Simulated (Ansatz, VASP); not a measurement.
**Two plane-wave programs on Mo**

The input POSCAR:

```
Mo
1.0
   -1.5764210372      1.5764210372      1.5764210372
    1.5764210372     -1.5764210372      1.5764210372
    1.5764210372      1.5764210372     -1.5764210372
Mo
1
Direct
    0.0000000000      0.0000000000      0.0000000000
```

INCAR.step1

```
SYSTEM = Mo
ALGO = Normal
EDIFF = 1E-4
ENCUT = 520
GGA = PE
ISMEAR = 0
LASPH = .TRUE.
LCHARG = .FALSE.
LREAL = .FALSE.
LWAVE = .TRUE.
NBANDS = 13
NELM = 100
PREC = Accurate
SIGMA = 0.03
```

File INCAR.step2:

```
SYSTEM = Mo
ALGO = Normal
EDIFF = 1E-6
ENCUT = 520
ISIF = 2
ISMEAR = 0
ISTART = 1
LASPH = .TRUE.
LCHARG = .TRUE.
LELF = .TRUE.
LMIXTAU = .TRUE.
LREAL = .FALSE.
LVHAR = .TRUE.
LWAVE = .FALSE.
METAGGA = R2SCAN
NBANDS = 13
NELM = 100
PREC = Accurate
SIGMA = 0.03
```

The input KPOINTS:

```
k-points
0
G
  14 14 14
  0 0 0
```

Input for Ansatz:

```yaml
crystal:
  lattice:
    - [-1.5764210372, 1.5764210372, 1.5764210372]
    - [1.5764210372, -1.5764210372, 1.5764210372]
    - [1.5764210372, 1.5764210372, -1.5764210372]
  atoms:
    - { symbol: Mo, position: [0.0, 0.0, 0.0] }
hamiltonian:
  xc: r2scan
  pseudopotentials:
    kind: paw
    azcp:
      Mo: "pseudopotentials/Mo.paw.azcp"
basis:
  ecutwfc: 500
  fft_grid_basis: typed
kpoints:
  mp_grid: { grid: [14, 14, 14], shift: [0, 0, 0] }
magnetization:
  spin_polarized: false
scf:
  occupations: { method: gaussian, width: 0.03 }
  lower_state_search: "off"
output:
  stress: true
```

Alike in both runs: task single point; functional r2SCAN; k mesh 14 × 14 × 14; occupations gaussian, width 0.03 eV; no spin polarisation.

|  | VASP | Ansatz |
| --- | --- | --- |
| version | VASP 6.6.1 | Ansatz 0.2.0 |
| potentials or method | VASP PAW PBE potentials, release 64 (Mo_sv), cutoff 520 eV | plane waves (500 eV) with PAW, scalar-relativistic |
| valence electrons in the cell | 14 | 14 |

```csv
,VASP,Ansatz,Ansatz less VASP
pressure (GPa),1.3,0.1,-1.15
```

VASP's potentials were made for PBE, not for r2SCAN.
